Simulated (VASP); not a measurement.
## MoS2: single point with PBE

The system is MoS2.

```
Mo S
1.0
     3.14000    0.00000    0.00000
    -1.57000    2.71932    0.00000
     0.00000    0.00000   12.53000
Mo S
2 4
Direct
  0.33333 0.66667 0.25000
  0.66667 0.33333 0.75000
  0.33333 0.66667 0.62446
  0.66667 0.33333 0.12446
  0.33333 0.66667 0.87554
  0.66667 0.33333 0.37554
```

```
Program             : VASP 6.6.1
Task                : single point
Functional          : PBE
Potentials or basis : VASP PAW PBE potentials, release 64 (Mo_sv, S)
Cutoff              : 500 eV
k mesh              : 12 × 12 × 3
Occupations         : fermi-dirac, width 0.01 eV
Spin                : collinear spin
Starting moments    : [2.0, 2.0, 0.0, 0.0, 0.0, 0.0] μB
```

```
Pressure                                              : 3.6 GPa
Largest force                                         : 0.013 eV/Å
Band gap on the k mesh                                : 1.01 eV (least direct gap 1.77 eV)
Net moment                                            : 0.00 μB per cell
Valence electrons inside the program's atomic spheres : Mo 12.48; S 3.71
```

Forces on the atoms (eV/Å):
```
Mo   0.000  0.000  0.000
Mo   0.000  0.000  0.000
S    0.000  0.000  0.013
S    0.000  0.000  0.013
S    0.000  0.000 -0.013
S    0.000  0.000 -0.013
```

Stress tensor (GPa, compression positive):
```
4.37 0.00 0.00
0.00 4.37 0.00
0.00 0.00 2.10
```

Levels at points of the mesh, in eV from the valence-band top:
Spin up:
```csv
k point,band 24,band 25,band 26,band 27,band 28,band 29
"(0.00, 0.00, 0.00)",-1.27,-1.12,0.00,2.31,2.31,2.34
"(0.50, 0.00, 0.00)",-1.33,-1.26,-1.18,1.85,1.89,2.22
```
Spin down:
| k point | band 23 | band 24 | band 25 | band 26 | band 27 | band 28 | band 29 | band 30 |
| --- | --- | --- | --- | --- | --- | --- | --- | --- |
| (0.00, 0.00, 0.00) | -1.93 | -1.27 | -1.12 | 0.00 | 2.31 | 2.31 | 2.34 | 2.34 |
| (0.50, 0.00, 0.00) | -1.50 | -1.33 | -1.26 | -1.18 | 1.85 | 1.89 | 2.22 | 2.49 |

It took 8.9 min on 1 thread of AMD EPYC 7R13, on a shared host, peak memory 0.4 GiB.

Caveat: the cell stands under pressure; this functional lacks dispersion, which binds layers or chains, so the pressure and a relaxed spacing across them are unreliable. A k mesh can miss the band edges.
